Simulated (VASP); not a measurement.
Input of a VASP 6.6.1 run:

The input POSCAR:

```
Te
1.0
    9.2140158900      0.0000000000      0.0000000000
    0.0000000000      3.1522016400      0.0000000000
    0.0000000000      0.0000000000      4.4566412000
Te
4
Direct
    0.5025070000      0.5068240000     -0.0030110000
    0.0042560000      0.5045210000     -0.0185510000
    0.2542390000      0.5052960000      0.4691500000
    0.7449820000      0.5006300000      0.5084970000
```

The input INCAR.step1:

```
SYSTEM = Te
PREC = Accurate ; ENCUT = 520
ISMEAR = 0 ; SIGMA = 0.1
LREAL = .FALSE. ; LASPH = .TRUE.
NELM = 100 ; NBANDS = 20
GGA = PE ; ALGO = Normal
EDIFF = 1E-4 ; LWAVE = .TRUE.
LCHARG = .FALSE.
```

INCAR.step2

```
SYSTEM = Te
PREC = Accurate ; ENCUT = 520
EDIFF = 1E-6 ; ISMEAR = 0
SIGMA = 0.1 ; LREAL = .FALSE.
LASPH = .TRUE. ; NELM = 100
ALGO = Normal ; ISIF = 2
LWAVE = .FALSE. ; LCHARG = .FALSE.
METAGGA = R2SCAN ; LMIXTAU = .TRUE.
NBANDS = 20 ; ISTART = 1
```

Contents of KPOINTS:

```
regular mesh
0
G
  2 6 5
  0 0 0
```

Potentials or basis: VASP PAW PBE potentials, release 64 (Te).

Run with:

```console
$ cat potpaw_PBE.64/Te/POTCAR > POTCAR
$ cp INCAR.step1 INCAR
$ mpirun -np 1 vasp_std > vasp.out
$ cp INCAR.step2 INCAR
$ mpirun -np 1 vasp_std > vasp.out
```

Q: What does it give for the largest force?

A: 0.274 eV/Å.

Q: Predict the band gap on the k mesh.

A: Zero (band 12 reaches 8.69 eV, above the bottom of band 13 at 5.29 eV).

Q: What does it give for the pressure?

A: 0.1 GPa.

Forces on the atoms (eV/Å):
```
Te  -0.074 -0.012  0.048
Te  -0.101 -0.007 -0.052
Te  -0.021  0.004 -0.185
Te   0.197  0.015  0.190
```

Caveat: the PAW data sets were made with another functional, which shifts forces and pressure a little; spin-orbit coupling is left out, which moves the levels of the heavy elements.
